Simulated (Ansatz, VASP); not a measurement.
Ge2Sb2Se: VASP beside Ansatz

```
CELL_PARAMETERS angstrom
8.75399 0.00000 0.00000
0.00000 8.75399 0.00000
0.00000 0.00000 3.11165
ATOMIC_POSITIONS crystal
Ge 0.35117 0.85117 0.00000
Ge 0.14883 0.35117 0.00000
Ge 0.64883 0.14883 0.00000
Ge 0.85117 0.64883 0.00000
Sb 0.14404 0.64404 0.50000
Sb 0.35596 0.14404 0.50000
Sb 0.85596 0.35596 0.50000
Sb 0.64404 0.85596 0.50000
Se 0.00000 0.00000 0.00000
Se 0.50000 0.50000 0.00000
```

Change from the starting cell: species swapped into the Ho2Pd2Pb type (P4/mbm, No. 127).

Alike in both runs: functional PBE; k mesh 2 × 2 × 3; occupations gaussian, width 0.15 eV; no spin polarisation.

Ansatz relaxed the structure, and its values are those at the end. VASP's run is a single point on that final structure, the one shown.

```csv
,VASP,Ansatz
version,VASP 6.6.1,Ansatz 0.2.0
potentials or method,"VASP PAW PBE potentials, release 64 (Ge_d, Sb, Se), cutoff 520 eV","scalar-relativistic, plane waves, PAW"
valence electrons in the cell,88,148
```

|  | VASP | Ansatz | Ansatz less VASP |
| --- | --- | --- | --- |
| gap on the k mesh at the Fermi level (eV) | none | none | - |
| pressure (GPa) | -0.2 | -0.2 | +0.06 |
| rms of the force components (eV/Å) | 0.033 | 0.033 | -0.0004 |

A gap of «none» marks a metal or a gap that the smearing closes. With one functional, cell and mesh, what is left measures potentials, basis and numerics. VASP's potentials hold 88 valence electrons a cell and Ansatz's 148, so a difference there can come from the potentials and not from the codes.

The k mesh is coarse, so the values compare programs but aren't converged. Neither program's run includes spin-orbit coupling.
